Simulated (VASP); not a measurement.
# P (P6_3/mmc) in VASP: notebook

Runs on P. Level: PBE. Tasks: single point, relaxation of cell and atoms.

Program: VASP 6.6.1. These are calculated values, not measurements. Logs are shortened: lines on timing, memory, paths and dates and some standing lists are left out, and cuts for length are marked.

## 1. The cell of the first run

The structure is hexagonal, space group P6_3/mmc (No. 194). The conventional cell has a = 3.298 Å, b = 3.298 Å, c = 3.217 Å, α = 90.00°, β = 90.00°, γ = 120.00°. P (site symmetry -6m2) has 14 P at 2.49 to 3.30 Å within 3.3 Å.

This isn't the form of P at room conditions, which is orthorhombic.

## 2. Single point, PBE

Input file INCAR:

```
ALGO     = Normal         # electronic algorithm
EDIFF    = 1E-7           # SCF threshold, eV
ENCUT    = 520            # plane-wave cutoff, eV
GGA      = PE             # functional
ISIF     = 2              # what is computed and relaxed
ISMEAR   = 0              # smearing method
LASPH    = T              # aspherical terms in the spheres
LCHARG   = T              # write CHGCAR
LELF     = T              # ELF
LREAL    = F              # projectors in reciprocal space
LVHAR    = T            
LWAVE    = F              # write WAVECAR
NBANDS   = 12             # bands
NELM     = 80             # most SCF steps
PREC     = Accurate       # precision mode
SIGMA    = 0.1            # smearing width, eV
```

Input file KPOINTS:

```
k-points
0
Gamma
  12 12 14
```

Input file POSCAR:

```
P
1.0
    3.2981578770      0.0000000000      0.0000000000
   -1.6490789385      2.8562885072      0.0000000000
    0.0000000000      0.0000000000      3.2167102549
P
2
Direct
    0.6666666667      0.3333333333      0.2500000000
    0.3333333333      0.6666666667      0.7500000000
```

Potentials or basis: VASP PAW PBE potentials, release 64 (P).

The run is started by

```sh
> cat potpaw_PBE.64/P/POTCAR > POTCAR
> mpirun -np 1 vasp_std > vasp.out
```

OUTCAR:

```text
EDIFF = 1E-7
   ENCUT = 520
   GGA = PE
   ISIF = 2
   ISMEAR = 0
   LASPH = T
   LREAL = F
   NELM = 80
   PREC = Accurate

 ion  position               nearest neighbor table
   1  0.667  0.333  0.250-   2 2.49   2 2.49   2 2.49   2 2.49   2 2.49   2 2.49
   2  0.333  0.667  0.750-   1 2.49   1 2.49   1 2.49   1 2.49   1 2.49   1 2.49

  LATTYP: Found a hexagonal cell.
 ALAT       =     3.2981578770
 C/A-ratio  =     0.9753051172

  Lattice vectors:

 A1 = (   3.2981578770,   0.0000000000,   0.0000000000)
 A2 = (  -1.6490789385,   2.8562885072,   0.0000000000)
 A3 = (   0.0000000000,   0.0000000000,   3.2167102549)

Analysis of symmetry for initial positions (statically):
=====================================================================
 Subroutine PRICEL returns:
 Original cell was already a primitive cell.

 Routine SETGRP: Setting up the symmetry group for a
 hexagonal supercell.

 Subroutine GETGRP returns: Found 24 space group operations
 (whereof 12 operations were pure point group operations)
 out of a pool of 24 trial point group operations.

The static configuration has the point symmetry D_3d.
 The point group associated with its full space group is D_6h.

Analysis of symmetry for dynamics (positions and initial velocities):
=====================================================================
 Subroutine PRICEL returns:
 Original cell was already a primitive cell.

 Routine SETGRP: Setting up the symmetry group for a
 hexagonal supercell.

 Subroutine GETGRP returns: Found 24 space group operations
 (whereof 12 operations were pure point group operations)
 out of a pool of 24 trial point group operations.

The dynamic configuration has the point symmetry D_3d.
 The point group associated with its full space group is D_6h.

 Subroutine INISYM returns: Found 24 space group operations
 (whereof 12 operations are pure point group operations),
 and found     1 'primitive' translations

----------------------------------------------------------------------------------------

                                     Primitive cell

  volume of cell :      30.3030

  direct lattice vectors                    reciprocal lattice vectors
     3.298157877  0.000000000  0.000000000     0.303199555  0.175052345  0.000000000
    -1.649078938  2.856288507  0.000000000     0.000000000  0.350104689  0.000000000
     0.000000000  0.000000000  3.216710255     0.000000000  0.000000000  0.310876616

  length of vectors
     3.298157877  3.298157877  3.216710255     0.350104689  0.350104689  0.310876616

[... 87 lines left out ...]
   ISYM   =      2    0-nonsym 1-usesym 2-fastsym
   POTIM  = 0.5000    time-step for ionic-motion
   TEBEG  =    0.0;   TEEND  =   0.0 temperature during run
   PSTRESS=    0.0 pullay stress
   NELECT =      10.0000    total number of electrons
   NUPDOWN=      -1.0000    fix difference up-down
   EMIN   =  10.00;   EMAX   =-10.00  energy-range for DOS
   EFERMI =   0.00;   METHOD = LEGACY
   ISMEAR =     0;   SIGMA  =   0.10  broadening in eV -4-tet -1-fermi 0-gaus
   EFERMI_NEDOS =   21; number of points for ismear=-14 and -15
   IALGO  =     38    algorithm
   IMIX   =      4    mixing-type and parameters
     AMIX     =   0.40;   BMIX     =  1.00
     AMIX_MAG =   1.60;   BMIX_MAG =  1.00
  volume/ion in A,a.u.               =      15.15       102.25
  Fermi-wavevector in a.u.,A,eV,Ry     =   1.131305  2.137856 17.413428  1.279851
  Thomas-Fermi vector in A             =   2.268004
   LORBIT       =      0    0 simple, 1 ext, 2 COOP (PROOUT), +10 PAW based schemes
   GGA     = PE    functional components
   LHFCALC =     F    Hartree Fock is set to
   AEXX    =    0.0000 exact exchange contribution
   IVDW    =     0    specifies the selected vdW correction
   LEPSILON=     F    determine dielectric tensor
   LRPA    =     F    only Hartree local field effects (RPA)
 non-spin polarized calculation
 Gauss-broadening in eV      SIGMA  =   0.10
  energy-cutoff  :      520.00
  volume of cell :       30.30
 maximum number of plane-waves:       834
 NGX is ok and might be reduce to    28
   NGX = 13   NGY = 13   NGZ = 11

 number of electron      10.0000000 magnetization

 number of electron       9.9999998 magnetization

 Free energy of the ion-electron system (eV)
  ---------------------------------------------------
  ext. energy  EPLUGINS =         0.00000000
  ---------------------------------------------------
  free energy    TOTEN  =        -9.95575605 eV

  energy without entropy =       -9.95213342  energy(sigma->0) =       -9.95394474

 E-fermi :   9.1701     XC(G=0): -11.1334

 val. band max:        9.1634066777   @ k =   0.3333   0.2500   0.0714
 cond. band min:       9.1798989547   @ k =   0.5000   0.0000   0.4286
 fundamental gap:      0.0164922770
 Fermi energy:         9.1701090511

 k-point     1 :       0.0000    0.0000    0.0000
  band No.  band energies     occupation
      1      -7.0724      2.00000
      2       5.2806      2.00000
      3       5.7815      2.00000
      4       7.3670      2.00000
      5       7.3670      2.00000
      6      11.3477      0.00000
      7      11.3477      0.00000
      8      11.9053      0.00000
      9      17.2138      0.00000
     10      17.8217      0.00000
     11      20.7272      0.00000
     12      20.7281      0.00000
[... 331 lines left out ...]
 k-point    24 :       0.3333    0.0000    0.0714
  band No.  band energies     occupation
      1      -5.2713      2.00000
      2       0.3802      2.00000
      3       5.5580      2.00000
      4       5.8393      2.00000
      5       8.2296      2.00000
      6      10.7237      0.00000
      7      11.7906      0.00000
      8      14.5977      0.00000
      9      15.3630      0.00000
     10      18.7423      0.00000
     11      18.9244      0.00000
     12      20.8471      0.00000

 [... further k-points ...]
[... 5 lines left out ...]
  --------------------------------------------------------------------------------------
  -------------------------------------------------------------------------------------
  Total       -0.0292846     -0.0292846     -0.0411377      0.0000000      0.0000000     -0.0000000
  in kB       -1.5483312     -1.5483312     -2.1750318      0.0000000      0.0000000     -0.0000000
  external PRESSURE =      -1.7572314 kB  Pullay stress =       0.0000000 kB

 VOLUME and BASIS-vectors are now :
 -----------------------------------------------------------------------------
  energy-cutoff  :      520.00
  volume of cell :       30.30
      direct lattice vectors                 reciprocal lattice vectors
     3.298157877  0.000000000  0.000000000     0.303199555  0.175052345  0.000000000
    -1.649078938  2.856288507  0.000000000     0.000000000  0.350104689  0.000000000
     0.000000000  0.000000000  3.216710255     0.000000000  0.000000000  0.310876616

 POSITION                                       TOTAL-FORCE (eV/Angst)
 -----------------------------------------------------------------------------------
      1.64908      0.95210      0.80418         0.000000     -0.000000      0.000000
     -0.00000      1.90419      2.41253        -0.000000      0.000000      0.000000
 -----------------------------------------------------------------------------------
    total drift:                               -0.000000      0.000000     -0.000000

  FREE ENERGIE OF THE ION-ELECTRON SYSTEM (eV)
  ---------------------------------------------------
  free  energy   TOTEN  =        -9.9557560516 eV

  energy  without entropy=       -9.9521334244  energy(sigma->0) =       -9.95394474
```

stdout:

```text
POSCAR found type information on POSCAR P
 POSCAR found :  1 types and       2 ions
 scaLAPACK will be used
 LDA part: xc-table for (Slater+PW92), standard interpolation
 POSCAR, INCAR and KPOINTS ok, starting setup
 FFT: planning ... GRIDC
 FFT: planning ... GRID_SOFT
 FFT: planning ... GRID
 WAVECAR not read
 entering main loop
```

Run time: 44 s. Hardware: 1 thread of Intel Xeon 8259CL, shared host; peak memory 0.17 GiB.

What came out:

| Property | Result |
| --- | --- |
| Free energy | -9.9558 eV |
| Pressure | -0.2 GPa |
| Band gap on the k mesh | zero (bands 5 and 6 overlap by 5.58 eV) |

## 3. Relaxation of cell and atoms, PBE

This run uses another cell than the first one, of 15.22 Å³/atom.

Input file INCAR:

```
PREC = Accurate
ENCUT = 600
EDIFF = 1E-6
ISMEAR = 0
SIGMA = 0.1
LREAL = F
LASPH = T
NELM = 100
ALGO = Normal
ISIF = 3
LWAVE = F
LCHARG = F
GGA = PE
IBRION = 2
NSW = 80
EDIFFG = -0.01
```

Input file KPOINTS:

```
regular mesh
0
Gamma
  12 12 14
```

Input file POSCAR:

```
P
1.0
    3.3314942861      0.0000000000      0.0000000000
   -1.6657471430      2.8851586844      0.0000000000
    0.0000000000      0.0000000000      3.1664159569
P
2
Direct
    0.6666666667      0.3333333333      0.2500000000
    0.3333333333      0.6666666667      0.7500000000
```

Potentials or basis: VASP PAW PBE potentials, release 64 (P).

The run is started by

```sh
> cat potpaw_PBE.64/P/POTCAR > POTCAR
> mpirun -np 1 vasp_std > vasp.out
```

OUTCAR:

```text
PREC = Accurate
   ENCUT = 600
   EDIFF = 1E-6
   ISMEAR = 0
   LREAL = F
   LASPH = T
   NELM = 100
   ISIF = 3
   GGA = PE
   IBRION = 2
   NSW = 80
   EDIFFG = -0.01

 ion  position               nearest neighbor table
   1  0.667  0.333  0.250-   2 2.49   2 2.49   2 2.49   2 2.49   2 2.49   2 2.49
   2  0.333  0.667  0.750-   1 2.49   1 2.49   1 2.49   1 2.49   1 2.49   1 2.49

  LATTYP: Found a hexagonal cell.
 ALAT       =     3.3314942861
 C/A-ratio  =     0.9504491633

  Lattice vectors:

 A1 = (   3.3314942861,   0.0000000000,   0.0000000000)
 A2 = (  -1.6657471430,   2.8851586844,   0.0000000000)
 A3 = (   0.0000000000,   0.0000000000,   3.1664159569)

Analysis of symmetry for initial positions (statically):
=====================================================================
 Subroutine PRICEL returns:
 Original cell was already a primitive cell.
[... 329 lines left out ...]

 val. band max:        9.1889408746   @ k =   0.3333   0.2500   0.0714
 cond. band min:       9.1999368970   @ k =   0.5000   0.0000   0.4286
 fundamental gap:      0.0109960224
 Fermi energy:         9.1927333711

 k-point     1 :       0.0000    0.0000    0.0000
  band No.  band energies     occupation
      1      -7.0667      2.00000
      2       5.3020      2.00000
      3       5.8189      2.00000
      4       7.3830      2.00000
      5       7.3830      2.00000
      6      11.3676      0.00000
      7      11.3676      0.00000
      8      11.9189      0.00000
      9      17.2526      0.00000
[... 265 lines left out ...]
 k-point    24 :       0.3333    0.0000    0.0714
  band No.  band energies     occupation
      1      -5.2635      2.00000
      2       0.3944      2.00000
      3       5.5717      2.00000
      4       5.8621      2.00000
      5       8.2537      2.00000
      6      10.7512      0.00000
      7      11.8144      0.00000
      8      14.6292      0.00000
      9      15.3949      0.00000

 [... further k-points ...]
[... 5 lines left out ...]
  --------------------------------------------------------------------------------------
  -------------------------------------------------------------------------------------
  Total       -0.0022049     -0.0022049      0.0090936     -0.0000000     -0.0000000      0.0000000
  in kB       -0.1167625     -0.1167625      0.4815656     -0.0000000     -0.0000000      0.0000000
  external PRESSURE =       0.0826802 kB  Pullay stress =       0.0000000 kB
[... 17 lines left out ...]
  FREE ENERGIE OF THE ION-ELECTRON SYSTEM (eV)
  ---------------------------------------------------
  free  energy   TOTEN  =        -9.9561669618 eV

  energy  without entropy=       -9.9525553490  energy(sigma->0) =       -9.95436116

 reached required accuracy - stopping structural energy minimisation
```

OSZICAR:

```text
N       E                     dE             d eps       ncg     rms          rms(c)
DAV:   1     0.257146789588E+02    0.25715E+02   -0.51670E+03  2744   0.109E+03
DAV:   2    -0.892557474569E+01   -0.34640E+02   -0.33599E+02  4058   0.133E+02
DAV:   3    -0.996082944110E+01   -0.10353E+01   -0.10223E+01  3474   0.250E+01
[... 29 lines left out ...]
       N       E                     dE             d eps       ncg     rms          rms(c)
DAV:   1    -0.995618472630E+01   -0.33302E-04   -0.62282E-04  2979   0.158E-01    0.281E-02
DAV:   2    -0.995617284138E+01    0.11885E-04   -0.12606E-05  2949   0.280E-02    0.156E-02
DAV:   3    -0.995616714402E+01    0.56974E-05   -0.11583E-05  2973   0.208E-02    0.368E-03
DAV:   4    -0.995616696181E+01    0.18221E-06   -0.80992E-08  1389   0.265E-03
   5 F= -.99561670E+01 E0= -.99543612E+01  d E =-.158423E-03
```

It took 1.9 min on 1 thread of Intel Xeon 8259CL, shared host; peak memory 0.18 GiB.

What came out:

```yaml
Free_energy: -9.9562 eV
Relaxed_volume: 15.13 Å³/atom
Relaxed_cell: a = 3.297 Å, b = 3.297 Å, c = 3.214 Å, α = 90.00°, β = 90.00°, γ = 120.00°
Space_group_after_relaxing_to_0.1_Å: P6_3/mmc (No. 194)
Energy_gained_by_relaxing: 4.4 meV/atom
Ionic_steps: 5
Pressure_after_relaxing: 0.0 GPa
Band_gap_on_the_k_mesh: zero (bands 5 and 6 overlap by 5.59 eV)
```

The path:
| step | energy change (eV) | largest force (eV/Å) | pressure (GPa) | volume (Å³) |
| --- | --- | --- | --- | --- |
| 1 | 0.0000 | 0.0000 | -0.11 | 30.44 |
| 2 | -0.0086 | 0.0000 | -0.41 | 30.38 |
| 3 | -0.0086 | 0.0000 | -0.40 | 30.38 |
| 4 | -0.0087 | 0.0000 | 0.12 | 30.22 |
| 5 | -0.0087 | 0.0000 | 0.01 | 30.25 |

Final structure:
```
P
1.0
     3.29680    0.00000    0.00000
    -1.64840    2.85511    0.00000
     0.00000    0.00000    3.21421
P
2
Direct
  0.66667 0.33333 0.25000
  0.33333 0.66667 0.75000
```
